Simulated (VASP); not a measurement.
## Al8Ni8H: single point with PBE+D3(BJ)

The system is Al8Ni8H, a slab with vacuum.

```xyz
17
Lattice="5.7148 0.0000 0.0000 0.0000 4.0410 0.0000 0.0000 0.0000 25.0615" Properties=species:S:1:pos:R:3 pbc="T T T"
Al    0.0000    2.0205    8.5000
Al    2.8574    2.0205    8.5000
Al    0.0000    0.0000   10.5205
Al    2.8574    0.0000   10.5205
Al    0.0000    2.0205   12.5627
Al    2.8574    2.0205   12.4988
Al    0.0000    0.0000   14.6941
Al    2.8574    0.0000   14.6269
Ni    1.4287    0.0000    8.5000
Ni    4.2861    0.0000    8.5000
Ni    1.4287    2.0205   10.5205
Ni    4.2861    2.0205   10.5205
Ni    1.4153    0.0000   12.5289
Ni    4.2995    0.0000   12.5289
Ni    1.5008    2.0205   14.4227
Ni    4.2141    2.0205   14.4227
H     0.0000    0.0000   16.3217
```

```yaml
Program: VASP 6.6.1
Task: single point
Functional: PBE
Dispersion: D3(BJ)
Potentials_or_basis: VASP PAW PBE potentials, release 64 (Al, Ni, H)
Cutoff: 520 eV
k_mesh: 5 × 7 × 1
Occupations: gaussian, width 0.1 eV
Spin: no spin polarisation
Dipole_correction: yes
Further_INCAR_settings: LREAL = Auto; ALGO = Normal; EDIFF = 1e-07; NBANDS = 66
```

```yaml
Largest_force: 0.672 eV/Å
Dispersion_energy_per_atom: -0.316 eV
```

Forces in eV/Å, atoms in the order of the input:
```
Al   0.000  0.000 -0.672
Al   0.000  0.000 -0.577
Al   0.000  0.000 -0.364
Al   0.000  0.000 -0.379
Al   0.000  0.000 -0.008
Al   0.000  0.000 -0.002
Al   0.000  0.000 -0.015
Al   0.000  0.000 -0.010
Ni  -0.026  0.000  0.593
Ni   0.026  0.000  0.593
Ni  -0.095  0.000  0.397
Ni   0.095  0.000  0.397
Ni  -0.001  0.000  0.016
Ni   0.001  0.000  0.016
Ni  -0.009  0.000  0.009
Ni   0.009  0.000  0.009
H    0.000  0.000 -0.001
```

Levels at points of the mesh, in eV from the Fermi level:
```
           k point  band 50  band 51  band 52  band 53  band 54  band 55
(0.00, 0.00, 0.00)    -0.60    -0.28     0.02     0.25     0.30     1.51
```

It took 22 min on 1 thread of Intel(R) Xeon(R) Platinum 8259CL CPU @ 2.50GHz (Skylake/Cascade Lake), with other jobs on the host, peak memory 0.74 GiB.

Spin polarisation is off, so any magnetic state and its effect on volume and gap are missing.
